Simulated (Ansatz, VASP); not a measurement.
Two plane-wave programs on WSe2

The input INCAR:

```
ALGO = Normal
EDIFF = 1E-7
ENCUT = 520
GGA = PE
ISIF = 2
ISMEAR = 0
IVDW = 12
LASPH = T
LCHARG = F
LREAL = F
LWAVE = F
NBANDS = 20
NELM = 60
PREC = Accurate
SIGMA = 0.05
```

The input KPOINTS:

```
k-points
0
Gamma
  9 9 4
```

Contents of POSCAR:

```
WSe2
1.0
    2.9128867632      0.0000000000      0.0000000000
   -1.4564433816      3.0905708825      0.0000000000
    0.0000000000      0.0000000000      7.1688500340
W Se
1 2
Direct
    0.0000000000      0.0000000000      0.0000000000
    0.3333333333      0.6666666667      0.2405528385
    0.3333333333      0.6666666667      0.7594471615
```

Input for Ansatz:

```yaml
crystal:
  lattice:
    - [2.9128867632, 0.0, 0.0]
    - [-1.4564433816, 3.0905708825, 0.0]
    - [0.0, 0.0, 7.168850034]
  atoms:
    - { symbol: W, position: [0.0, 0.0, 0.0] }
    - { symbol: Se, position: [0.3333333333, 0.6666666667, 0.2405528385] }
    - { symbol: Se, position: [0.3333333333, 0.6666666667, 0.7594471615] }
basis:
  ecutwfc: 420
kpoints:
  mp_grid: { grid: [9, 9, 4] }
hamiltonian:
  xc: pbe
  pseudopotentials: { kind: paw, azcp: { folder: soft_1 } }
  dispersion: d3bj
scf:
  occupations: { method: gaussian, width: 0.05 }
output:
  forces: true
  stress: true
  eigenvalues: true
```

Change from the starting cell: strain +e along x and -e along y -0.1000, strain +e along z and -e/2 along x and y +0.0233.

Alike in both runs: task single point; functional PBE; dispersion D3(BJ); k mesh 9 × 9 × 4; occupations gaussian, width 0.05 eV; no spin polarisation.

|  | VASP | Ansatz |
| --- | --- | --- |
| version | VASP 6.6.1 | Ansatz 0.2.0 |
| potentials or method | VASP PAW PBE potentials, release 64 (W_sv, Se), cutoff 520 eV | scalar-relativistic, plane waves, PAW |
| valence electrons in the cell | 26 | 46 |

```csv
,VASP,Ansatz,Ansatz less VASP
gap on the k mesh at the Fermi level (eV),0.07,0.07,+0.002
least direct gap on the mesh (eV),0.93,0.94,+0.003
pressure (GPa),5.0,4.7,-0.33
"traceless stress, the component that is largest in VASP (GPa)",24.06,24.03,-0.023
rms of the force components (eV/Å),0.398,0.395,-0.0026
```

Atom by atom the forces differ by 0.025 eV/Å (rms over components). VASP's potentials hold 26 valence electrons a cell and Ansatz's 46, so a difference there can come from the potentials and not from the codes.

Neither program's run includes spin-orbit coupling.
